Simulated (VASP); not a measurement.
# CdSe (F-43m) in VASP: a series of runs

Runs on CdSe. Level: r2SCAN. Tasks: single point.

Program: VASP 6.6.1. These are calculated values, not measurements. Logs are shortened: lines on timing, memory, paths and dates and some standing lists are left out, and cuts for length are marked.

### Step 1. The cell of the first run

Symmetry: F-43m, No. 216, cubic system. Conventional cell: a = 6.136 Å, b = 6.136 Å, c = 6.136 Å, α = 90.00°, β = 90.00°, γ = 90.00°. Cd (site symmetry -43m) has 4 Se at 2.66 Å within 3.5 Å. Within 3.5 Å of Se (site symmetry -43m) lie 4 Cd at 2.66 Å.

### Step 2. Single point, r2SCAN

Input file POSCAR:

```
CdSe
1.0
    0.0000000000      3.0677809659      3.0677809659
    3.0677809659      0.0000000000      3.0677809659
    3.0677809659      3.0677809659      0.0000000000
Cd Se
1 1
Direct
    0.0000000000      0.0000000000      0.0000000000
    0.2500000000      0.2500000000      0.2500000000
```

Input file INCAR.step1:

```
ALGO = Normal
EDIFF = 1E-4
ENCUT = 520
GGA = PE
ISMEAR = 0
LASPH = True
LCHARG = False
LREAL = False
LWAVE = True
NBANDS = 16
NELM = 60
PREC = Accurate
SIGMA = 0.01
```

Input file INCAR.step2:

```
ALGO = Normal
EDIFF = 1E-6
ENCUT = 520
ISIF = 2
ISMEAR = 0
ISTART = 1
LASPH = True
LCHARG = False
LMIXTAU = True
LREAL = False
LWAVE = False
METAGGA = R2SCAN
NBANDS = 16
NELM = 60
PREC = Accurate
SIGMA = 0.01
```

Input file KPOINTS:

```
k-points
0
Gamma
  6 6 6
```

Potentials or basis: VASP PAW PBE potentials, release 64 (Cd, Se).

Started as:

```bash
> cat potpaw_PBE.64/Cd/POTCAR potpaw_PBE.64/Se/POTCAR > POTCAR
> cp INCAR.step1 INCAR
> mpirun -np 1 vasp_std > vasp.out
> cp INCAR.step2 INCAR
> mpirun -np 1 vasp_std > vasp.out
```

OUTCAR:

```text
EDIFF = 1E-6
   ENCUT = 520
   ISIF = 2
   ISMEAR = 0
   ISTART = 1
   LASPH = True
   LREAL = False
   METAGGA = R2SCAN
   NELM = 60
   PREC = Accurate

 ion  position               nearest neighbor table
   1  0.000  0.000  0.000-   2 2.66   2 2.66   2 2.66   2 2.66
   2  0.250  0.250  0.250-   1 2.66   1 2.66   1 2.66   1 2.66

  LATTYP: Found a face centered cubic cell.
 ALAT       =     6.1355619318

  Lattice vectors:

 A1 = (   0.0000000000,   3.0677809659,   3.0677809659)
 A2 = (   3.0677809659,   0.0000000000,   3.0677809659)
 A3 = (   3.0677809659,   3.0677809659,   0.0000000000)

Analysis of symmetry for initial positions (statically):
=====================================================================
 Subroutine PRICEL returns:
 Original cell was already a primitive cell.

 Routine SETGRP: Setting up the symmetry group for a
 face centered cubic supercell.

 Subroutine GETGRP returns: Found 24 space group operations
 (whereof 24 operations were pure point group operations)
 out of a pool of 48 trial point group operations.

The static configuration has the point symmetry T_d .

Analysis of symmetry for dynamics (positions and initial velocities):
=====================================================================
 Subroutine PRICEL returns:
 Original cell was already a primitive cell.

 Routine SETGRP: Setting up the symmetry group for a
 face centered cubic supercell.

 Subroutine GETGRP returns: Found 24 space group operations
 (whereof 24 operations were pure point group operations)
 out of a pool of 48 trial point group operations.

The dynamic configuration has the point symmetry T_d .

 Subroutine INISYM returns: Found 24 space group operations
 (whereof 24 operations are pure point group operations),
 and found     1 'primitive' translations

----------------------------------------------------------------------------------------

                                     Primitive cell

  volume of cell :      57.7435

  direct lattice vectors                    reciprocal lattice vectors
     0.000000000  3.067780966  3.067780966    -0.162984257  0.162984257  0.162984257
     3.067780966  0.000000000  3.067780966     0.162984257 -0.162984257  0.162984257
     3.067780966  3.067780966  0.000000000     0.162984257  0.162984257 -0.162984257

  length of vectors
     4.338497448  4.338497448  4.338497448     0.282297013  0.282297013  0.282297013

  position of ions in fractional coordinates (direct lattice)
     0.000000000  0.000000000  0.000000000
     0.250000000  0.250000000  0.250000000

  ion indices of the primitive-cell ions
   primitive index   ion index
                 1           1
                 2           2

----------------------------------------------------------------------------------------

 KPOINTS: k-points

Automatic generation of k-mesh.
 Grid dimensions read from file:
 generate k-points for:    6    6    6

 Generating k-lattice:

  Cartesian coordinates                     Fractional coordinates (reciprocal lattice)
    -0.027164043  0.027164043  0.027164043     0.166666667  0.000000000  0.000000000
     0.027164043 -0.027164043  0.027164043     0.000000000  0.166666667  0.000000000
     0.027164043  0.027164043 -0.027164043     0.000000000  0.000000000  0.166666667

  Length of vectors
     0.047049502  0.047049502  0.047049502

  Shift w.r.t. Gamma in fractional coordinates (k-lattice)
     0.000000000  0.000000000  0.000000000

 Subroutine IBZKPT returns following result:
 ===========================================

 Found     16 irreducible k-points:

 Following reciprocal coordinates:
            Coordinates               Weight
  0.000000  0.000000  0.000000      1.000000
  0.166667  0.000000  0.000000      8.000000
  0.333333  0.000000  0.000000      8.000000
  0.500000  0.000000  0.000000      4.000000
  0.166667  0.166667  0.000000      6.000000
  0.333333  0.166667  0.000000     24.000000
[... 8 lines left out ...]
 -0.333333  0.333333  0.166667     24.000000
 -0.333333  0.500000  0.166667     12.000000
   k-points           NKPTS =     16   k-points in BZ     NKDIM =     16   number of bands    NBANDS=     16
   number of dos      NEDOS =    301   number of ions     NIONS =      2
   total plane-waves  NPLWV =  32768
   dimension x,y,z NGX =    32 NGY =   32 NGZ =   32
   dimension x,y,z NGXF=    64 NGYF=   64 NGZF=   64
   ions per type =               1   1
   NGX,Y,Z   is equivalent  to a cutoff of  12.26, 12.26, 12.26 a.u.
   NGXF,Y,Z  is equivalent  to a cutoff of  24.52, 24.52, 24.52 a.u.
 SYSTEM =  unknown system
   PREC   = accura    normal or accurate (medium, high low for compatibility)
   ISTART =      1    job   : 0-new  1-cont  2-samecut
   ICHARG =      0    charge: 1-file 2-atom 10-const
   ISPIN  =      1    spin polarized calculation?
   LNONCOLLINEAR =      F non collinear calculations
   LSORBIT =      F    spin-orbit coupling
   LASPH  =      T    aspherical Exc in radial PAW
   ENCUT  =  520.0 eV  38.22 Ry    6.18 a.u.   8.07  8.07  8.07*2*pi/ulx,y,z
   NELM   =     60;   NELMIN=  2; NELMDL=  0     # of ELM steps
   EDIFF  = 0.1E-05   stopping-criterion for ELM
   LREAL  =      F    real-space projection
   EDIFFG = 0.1E-04   stopping-criterion for IOM
   NSW    =      0    number of steps for IOM
   IBRION =     -1    ionic relax: 0-MD 1-quasi-New 2-CG
   NFREE  =      0    steps in history (QN), initial steepest desc. (CG)
   ISIF   =      2    stress and relaxation
   ISYM   =      2    0-nonsym 1-usesym 2-fastsym
   POTIM  = 0.5000    time-step for ionic-motion
   TEBEG  =    0.0;   TEEND  =   0.0 temperature during run
   PSTRESS=    0.0 pullay stress
   NELECT =      18.0000    total number of electrons
   NUPDOWN=      -1.0000    fix difference up-down
   EMIN   =  10.00;   EMAX   =-10.00  energy-range for DOS
   EFERMI =   0.00;   METHOD = LEGACY
   ISMEAR =     0;   SIGMA  =   0.01  broadening in eV -4-tet -1-fermi 0-gaus
   EFERMI_NEDOS =   21; number of points for ismear=-14 and -15
   IALGO  =     38    algorithm
   IMIX   =      4    mixing-type and parameters
     AMIX     =   0.40;   BMIX     =  1.00
     AMIX_MAG =   1.60;   BMIX_MAG =  1.00
  volume/ion in A,a.u.               =      28.87       194.84
  Fermi-wavevector in a.u.,A,eV,Ry     =   1.110021  2.097636 16.764382  1.232147
  Thomas-Fermi vector in A             =   2.246568
   LORBIT       =      0    0 simple, 1 ext, 2 COOP (PROOUT), +10 PAW based schemes
   METAGGA = R2SCAN    functional components
   LHFCALC =     F    Hartree Fock is set to
   AEXX    =    0.0000 exact exchange contribution
   IVDW    =     0    specifies the selected vdW correction
   LEPSILON=     F    determine dielectric tensor
   LRPA    =     F    only Hartree local field effects (RPA)
 non-spin polarized calculation
 Gauss-broadening in eV      SIGMA  =   0.01
  energy-cutoff  :      520.00
  volume of cell :       57.74
 maximum number of plane-waves:      1588
   NGX = 17   NGY = 17   NGZ = 17

 number of electron      18.0000008 magnetization

 Free energy of the ion-electron system (eV)
  ---------------------------------------------------
  ext. energy  EPLUGINS =         0.00000000
  ---------------------------------------------------
  free energy    TOTEN  =       -35.91298893 eV

  energy without entropy =      -35.91298893  energy(sigma->0) =      -35.91298893

 E-fermi :   0.5420     XC(G=0):  -9.3022

 val. band max:        0.4405580874   @ k =   0.0000   0.0000   0.0000
 cond. band min:       1.4665967449   @ k =   0.0000   0.0000   0.0000
 fundamental gap:      1.0260386575
 Fermi energy:         0.5419832827

 k-point     1 :       0.0000    0.0000    0.0000
  band No.  band energies     occupation
      1     -12.4302      2.00000
      2      -7.6445      2.00000
      3      -7.6445      2.00000
      4      -7.6445      2.00000
      5      -7.2720      2.00000
      6      -7.2720      2.00000
[... 8 lines left out ...]
     15      12.0307      0.00000
     16      12.0307      0.00000

 k-point     2 :       0.1667    0.0000    0.0000
  band No.  band energies     occupation
      1     -12.3420      2.00000
      2      -7.6163      2.00000
      3      -7.6162      2.00000
      4      -7.5527      2.00000
      5      -7.2726      2.00000
      6      -7.2726      2.00000
[... 8 lines left out ...]
     15      11.0386      0.00000
     16      11.3981      0.00000

 k-point     3 :       0.3333    0.0000    0.0000
  band No.  band energies     occupation
      1     -12.1630      2.00000
      2      -7.5685      2.00000
      3      -7.5685      2.00000
      4      -7.2624      2.00000
      5      -7.2624      2.00000
      6      -7.2521      2.00000
[... 8 lines left out ...]
     15      11.5095      0.00000
     16      11.5095      0.00000

 k-point     4 :       0.5000    0.0000    0.0000
  band No.  band energies     occupation
      1     -12.0728      2.00000
      2      -7.5507      2.00000
      3      -7.5507      2.00000
      4      -7.2499      2.00000
      5      -7.2499      2.00000
      6      -6.9869      2.00000
[... 8 lines left out ...]
     15      13.1607      0.00000
     16      13.1607      0.00000

 k-point     5 :       0.1667    0.1667    0.0000
  band No.  band energies     occupation
      1     -12.3128      2.00000
      2      -7.5871      2.00000
      3      -7.5871      2.00000
      4      -7.5633      2.00000
      5      -7.2873      2.00000
      6      -7.2581      2.00000
[... 8 lines left out ...]
     15      12.2802      0.00000
     16      12.6350      0.00000

 k-point     6 :       0.3333    0.1667    0.0000
  band No.  band energies     occupation
      1     -12.1647      2.00000
      2      -7.5525      2.00000
      3      -7.5319      2.00000
      4      -7.3790      2.00000
      5      -7.2459      2.00000
      6      -7.2455      2.00000
[... 8 lines left out ...]
     15      12.4693      0.00000
     16      12.7165      0.00000

 k-point     7 :       0.5000    0.1667    0.0000
  band No.  band energies     occupation
      1     -12.0456      2.00000
      2      -7.5303      2.00000
      3      -7.5092      2.00000
      4      -7.2922      2.00000
      5      -7.2455      2.00000
      6      -6.9698      2.00000
[... 8 lines left out ...]
     15      12.7987      0.00000
     16      13.2578      0.00000

 k-point     8 :      -0.3333    0.1667    0.0000
  band No.  band energies     occupation
      1     -12.0752      2.00000
      2      -7.5310      2.00000
      3      -7.5300      2.00000
      4      -7.2729      2.00000
      5      -7.2717      2.00000
      6      -7.0513      2.00000
[... 8 lines left out ...]
     15      11.9867      0.00000
     16      13.1007      0.00000

 k-point     9 :      -0.1667    0.1667    0.0000
  band No.  band energies     occupation
      1     -12.2236      2.00000
      2      -7.5836      2.00000
      3      -7.5626      2.00000
      4      -7.4105      2.00000
      5      -7.2847      2.00000
      6      -7.2480      2.00000
[... 8 lines left out ...]
     15      11.5944      0.00000
     16      12.9550      0.00000

 k-point    10 :       0.3333    0.3333    0.0000
  band No.  band energies     occupation
      1     -12.0772      2.00000
      2      -7.4604      2.00000
      3      -7.4604      2.00000
      4      -7.4314      2.00000
      5      -7.2301      2.00000
      6      -7.1678      2.00000
[... 8 lines left out ...]
     15      12.9343      0.00000
     16      15.0405      0.00000

 k-point    11 :       0.5000    0.3333    0.0000
  band No.  band energies     occupation
      1     -11.9894      2.00000
      2      -7.4698      2.00000
      3      -7.4274      2.00000
      4      -7.3677      2.00000
      5      -7.2301      2.00000
      6      -6.9373      2.00000
[... 8 lines left out ...]
     15      13.5336      0.00000
     16      14.1948      0.00000

 k-point    12 :      -0.3333    0.3333    0.0000
  band No.  band energies     occupation
      1     -11.9892      2.00000
      2      -7.4960      2.00000
      3      -7.4578      2.00000
      4      -7.3069      2.00000
      5      -7.2581      2.00000
      6      -6.8588      2.00000
[... 8 lines left out ...]
     15      11.7653      0.00000
     16      15.0775      0.00000

 k-point    13 :       0.5000    0.5000    0.0000
  band No.  band energies     occupation
      1     -11.9602      2.00000
      2      -7.4398      2.00000
      3      -7.3898      2.00000
      4      -7.3898      2.00000
      5      -7.2161      2.00000
      6      -6.9202      2.00000
[... 8 lines left out ...]
     15      13.4129      0.00000
     16      14.3593      0.00000

 k-point    14 :       0.5000    0.3333    0.1667
  band No.  band energies     occupation
      1     -12.0473      2.00000
      2      -7.4997      2.00000
      3      -7.4905      2.00000
      4      -7.3352      2.00000
      5      -7.2464      2.00000
      6      -7.0378      2.00000
[... 8 lines left out ...]
     15      13.1530      0.00000
     16      14.1161      0.00000

 k-point    15 :      -0.3333    0.3333    0.1667
  band No.  band energies     occupation
      1     -11.9892      2.00000
      2      -7.4900      2.00000
      3      -7.4662      2.00000
      4      -7.3016      2.00000
      5      -7.2609      2.00000
      6      -6.8580      2.00000
[... 8 lines left out ...]
     15      12.8811      0.00000
     16      14.0251      0.00000

 k-point    16 :      -0.3333    0.5000    0.1667
  band No.  band energies     occupation
      1     -11.9608      2.00000
      2      -7.4541      2.00000
      3      -7.4400      2.00000
      4      -7.3341      2.00000
      5      -7.2451      2.00000
      6      -6.8324      2.00000
[... 8 lines left out ...]
     15      13.8292      0.00000
     16      13.9894      0.00000

------------------------ aborting loop because EDIFF is reached ----------------------------------------

  FORCE on cell =-STRESS in cart. coord.  units (eV):
  Direction    XX          YY          ZZ          XY          YZ          ZX
  --------------------------------------------------------------------------------------
  -------------------------------------------------------------------------------------
  Total        0.0712312      0.0712312      0.0712312      0.0000000      0.0000000      0.0000000
  in kB        1.9764133      1.9764133      1.9764133      0.0000000      0.0000000      0.0000000
  external PRESSURE =       1.9764133 kB  Pullay stress =       0.0000000 kB

 VOLUME and BASIS-vectors are now :
 -----------------------------------------------------------------------------
  energy-cutoff  :      520.00
  volume of cell :       57.74
      direct lattice vectors                 reciprocal lattice vectors
     0.000000000  3.067780966  3.067780966    -0.162984257  0.162984257  0.162984257
     3.067780966  0.000000000  3.067780966     0.162984257 -0.162984257  0.162984257
     3.067780966  3.067780966  0.000000000     0.162984257  0.162984257 -0.162984257

 POSITION                                       TOTAL-FORCE (eV/Angst)
 -----------------------------------------------------------------------------------
      0.00000      0.00000      0.00000        -0.000000      0.000000     -0.000000
      1.53389      1.53389      1.53389         0.000000     -0.000000      0.000000
 -----------------------------------------------------------------------------------
    total drift:                               -0.000004     -0.000004     -0.000004

  FREE ENERGIE OF THE ION-ELECTRON SYSTEM (eV)
  ---------------------------------------------------
  free  energy   TOTEN  =       -35.9129889253 eV

  energy  without entropy=      -35.9129889253  energy(sigma->0) =      -35.91298893
```

Wall time 57 s (1 thread of Intel Xeon Platinum 8488C (Sapphire Rapids), shared host); peak memory 0.19 GiB.

Results:

```yaml
Free_energy: -35.9130 eV
Pressure: 0.2 GPa
Band_gap_on_the_k_mesh: 1.03 eV
```

Levels at points of the mesh, in eV from the valence-band top:
```csv
k point,band 5,band 6,band 7,band 8,band 9,band 10,band 11,band 12,band 13,band 14
"(0.00, 0.00, 0.00)",-7.71,-7.71,0.00,0.00,0.00,1.03,6.47,6.47,6.47,10.20
"(0.50, 0.00, 0.00)",-7.69,-7.43,-4.27,-0.72,-0.72,2.82,6.92,6.92,7.74,10.49
"(0.50, 0.50, 0.00)",-7.66,-7.36,-3.97,-1.80,-1.80,3.50,4.13,9.56,10.80,10.80
```

Caveat: the structure was generated, so it needn't be the stable form of CdSe; the PAW data sets were made with another functional, which shifts forces and pressure a little.

### Step 3. Single point, r2SCAN

POSCAR is that of step 2.

Input file INCAR.step1:

```
ALGO = Normal
EDIFF = 1E-4
ENCUT = 520
GGA = PE
ISMEAR = -1
LASPH = T
LCHARG = F
LREAL = F
LWAVE = T
NBANDS = 16
NELM = 60
PREC = Accurate
SIGMA = 0.05
```

Input file INCAR.step2:

```
ALGO = Normal
EDIFF = 1E-6
ENCUT = 520
ISIF = 2
ISMEAR = -1
ISTART = 1
LASPH = T
LCHARG = F
LMIXTAU = T
LREAL = F
LWAVE = F
METAGGA = R2SCAN
NBANDS = 16
NELM = 60
PREC = Accurate
SIGMA = 0.05
```

KPOINTS is that of step 2.

Potentials or basis: VASP PAW PBE potentials, release 64 (Cd, Se).

Started as:

```bash
> cat potpaw_PBE.64/Cd/POTCAR potpaw_PBE.64/Se/POTCAR > POTCAR
> cp INCAR.step1 INCAR
> mpirun -np 1 vasp_std > vasp.out
> cp INCAR.step2 INCAR
> mpirun -np 1 vasp_std > vasp.out
```

Wall time 43 s (1 thread of Intel Xeon Platinum 8488C (Sapphire Rapids), shared host); peak memory 0.19 GiB.

It converged, with:

* Free energy: -35.9130 eV
* Pressure: 0.2 GPa
* Band gap on the k mesh: 1.03 eV

Levels at points of the mesh, in eV from the valence-band top:
| k point | band 7 | band 8 | band 9 | band 10 | band 11 | band 12 |
| --- | --- | --- | --- | --- | --- | --- |
| (0.00, 0.00, 0.00) | 0.00 | 0.00 | 0.00 | 1.03 | 6.47 | 6.47 |
| (0.50, 0.00, 0.00) | -4.27 | -0.72 | -0.72 | 2.82 | 6.92 | 6.92 |
| (0.50, 0.50, 0.00) | -3.97 | -1.80 | -1.80 | 3.50 | 4.13 | 9.56 |

Caveat: the structure was generated, so it needn't be the stable form of CdSe; the PAW data sets were made with another functional, which shifts forces and pressure a little.
